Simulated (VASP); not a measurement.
Set up this calculation in VASP 6.6.1, as the native input.

- Task: single point
- Functional: PBE
- Potentials or basis: VASP PAW PBE potentials, release 64 (Cu, Au)
- Cutoff: 520 eV
- k mesh: 16 × 16 × 12
- Occupations: gaussian, width 0.1 eV
- Spin: no spin polarisation
- Dipole correction: no
- Further INCAR settings: ALGO = Normal; EDIFF = 1e-07; NBANDS = 18

The structure of CuAu (Tetraauricupride) lies in POSCAR:

```
CuAu
1.0
    2.8712762975      0.0000000000      0.0000000000
    0.0000000000      2.8712762975      0.0000000000
    0.0000000000      0.0000000000      3.6404327320
Cu Au
1 1
Direct
    0.5000000000      0.5000000000      0.5000000000
    0.0000000000      0.0000000000      0.0000000000
```

These files were run (other wordings do the same):

INCAR

```
SYSTEM = CuAu
  ALGO = Normal
  EDIFF = 1E-7
  ENCUT = 520
  GGA = PE
  ISIF = 2
  ISMEAR = 0
  LASPH = .TRUE.
  LCHARG = .FALSE.
  LREAL = .FALSE.
  LWAVE = .FALSE.
  NBANDS = 18
  NELM = 100
  PREC = Accurate
  SIGMA = 0.1
```

KPOINTS

```
k-points
0
G
  16 16 12
  0 0 0
```

Potentials or basis: VASP PAW PBE potentials, release 64 (Cu, Au).

The run is started by

```console
$ cat potpaw_PBE.64/Cu/POTCAR potpaw_PBE.64/Au/POTCAR > POTCAR
$ mpirun -np 1 vasp_std > vasp.out
```

It gave:

```yaml
Pressure: 0.0 GPa
Band_gap_on_the_k_mesh: zero (band 11 reaches 13.38 eV, above the bottom of band 12 at 6.31 eV)
```

Caveat: spin-orbit coupling is left out, which moves the levels of the heavy elements.

Wall time 3.1 min on 1 thread of AMD EPYC 7R43 64-Core Processor (Zen 3), on a shared host, peak memory 0.26 GiB.
